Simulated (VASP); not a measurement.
A run of VASP 6.6.1 is set up as follows.

File POSCAR:

```
Ag
1.0
   -1.7384367000      1.7384367000      1.6556540000
    1.7384367000     -1.7384367000      1.6556540000
    1.7384367000      1.7384367000     -1.6556540000
Ag
1
Direct
    0.0000000000      0.0000000000      0.0000000000
```

Contents of INCAR.step1:

```
PREC = Accurate
ENCUT = 520
ISMEAR = 0
SIGMA = 0.15
LREAL = False
LASPH = True
NELM = 60
NBANDS = 12
GGA = PE
ALGO = Normal
EDIFF = 1E-4
LWAVE = True
LCHARG = False
```

INCAR.step2

```
PREC = Accurate
ENCUT = 520
EDIFF = 1E-6
ISMEAR = 0
SIGMA = 0.15
LREAL = False
LASPH = True
NELM = 60
ALGO = Normal
ISIF = 2
LWAVE = False
LCHARG = False
METAGGA = R2SCAN
LMIXTAU = True
NBANDS = 12
ISTART = 1
```

File KPOINTS:

```
Automatic mesh
0
Gamma
  20 20 20
```

Potentials or basis: VASP PAW PBE potentials, release 64 (Ag).

Launch:

```sh
$ cat potpaw_PBE.64/Ag/POTCAR > POTCAR
$ cp INCAR.step1 INCAR
$ mpirun -np 1 vasp_std > vasp.out
$ cp INCAR.step2 INCAR
$ mpirun -np 1 vasp_std > vasp.out
```

Question: Estimate the band gap on the k mesh.

Answer: Zero (an odd number of electrons rules out a gap without spin polarisation).

Question: Predict the pressure.

Answer: -9.4 GPa.

Stress tensor (GPa, compression positive):
```
-9.18  0.00  0.00
 0.00 -9.18  0.00
 0.00  0.00 -9.71
```

Caveat: the cell differs from its parent crystal (strain +0.0500 x Voigt [1, 1, 0, 0, 0, 0]); the cell stands under tension; the PAW data sets were made with another functional, which shifts forces and pressure a little.
